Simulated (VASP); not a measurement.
Set up this calculation in VASP 6.6.1, as the native input.

```
Task                   : single point
Functional             : PBEsol
Potentials or basis    : VASP PAW PBE potentials, release 64 (Hf_pv, O)
Cutoff                 : 520 eV
k mesh                 : 2 × 4 × 4
Occupations            : gaussian, width 0.01 eV
Spin                   : no spin polarisation
Dipole correction      : no
Further INCAR settings : LREAL = Auto; ALGO = Normal; EDIFF = 1e-07; NBANDS = 106
```

The structure of HfO2 lies in POSCAR:

```
HfO2
1.0
    5.0503369911      0.0000000000      0.0000000000
    0.0000000000      9.9789044571      0.0000000000
    0.0000000000      0.0000000000      5.2159052243
Hf O
8 16
Direct
    0.7457552836      0.8847301624      0.9642696243
    0.2457552836      0.6152698376      0.0357303757
    0.2542447164      0.3847301624      0.5357303757
    0.7542447164      0.1152698376      0.4642696243
    0.2542447164      0.1152698376      0.0357303757
    0.7542447164      0.3847301624      0.9642696243
    0.7457552836      0.6152698376      0.4642696243
    0.2457552836      0.8847301624      0.5357303757
    0.8724279269      0.7902571851      0.6248727790
    0.3724279269      0.7097428149      0.3751272210
    0.1275720731      0.2902571851      0.8751272210
    0.6275720731      0.2097428149      0.1248727790
    0.1275720731      0.2097428149      0.3751272210
    0.6275720731      0.2902571851      0.6248727790
    0.8724279269      0.7097428149      0.1248727790
    0.3724279269      0.7902571851      0.8751272210
    0.5025649160      0.9768524385      0.2616669475
    0.0025649160      0.5231475615      0.7383330525
    0.4974350840      0.4768524385      0.2383330525
    0.9974350840      0.0231475615      0.7616669475
    0.4974350840      0.0231475615      0.7383330525
    0.9974350840      0.4768524385      0.2616669475
    0.5025649160      0.5231475615      0.7616669475
    0.0025649160      0.9768524385      0.2383330525
```

One way to write it, as run:

INCAR

```
SYSTEM = HfO2
ALGO = Normal ; EDIFF = 1E-7
ENCUT = 520 ; GGA = PS
ISIF = 2 ; ISMEAR = 0
LASPH = .TRUE. ; LCHARG = .FALSE.
LREAL = Auto ; LWAVE = .FALSE.
NBANDS = 106 ; NELM = 80
PREC = Accurate ; SIGMA = 0.01
```

KPOINTS

```
k-points
0
G
  2 4 4
  0 0 0
```

Potentials or basis: VASP PAW PBE potentials, release 64 (Hf_pv, O).

Launch:

```bash
$ cat potpaw_PBE.64/Hf_pv/POTCAR potpaw_PBE.64/O/POTCAR > POTCAR
$ mpirun -np 1 vasp_std > vasp.out
```

It gave:

The pressure is -3.2 GPa. The largest force is 0.043 eV/Å. The band gap on the k mesh is 4.30 eV (least direct gap 4.43 eV).

Caveat: the k points lie up to 0.62 Å⁻¹ apart; the PAW data sets were made with another functional, which shifts forces and pressure a little; spin-orbit coupling is left out, which moves the levels of the heavy elements.

Run time: 8.6 min on 1 thread of Intel(R) Xeon(R) 6975P-C (Granite Rapids) (shared host), peak memory 0.53 GiB.
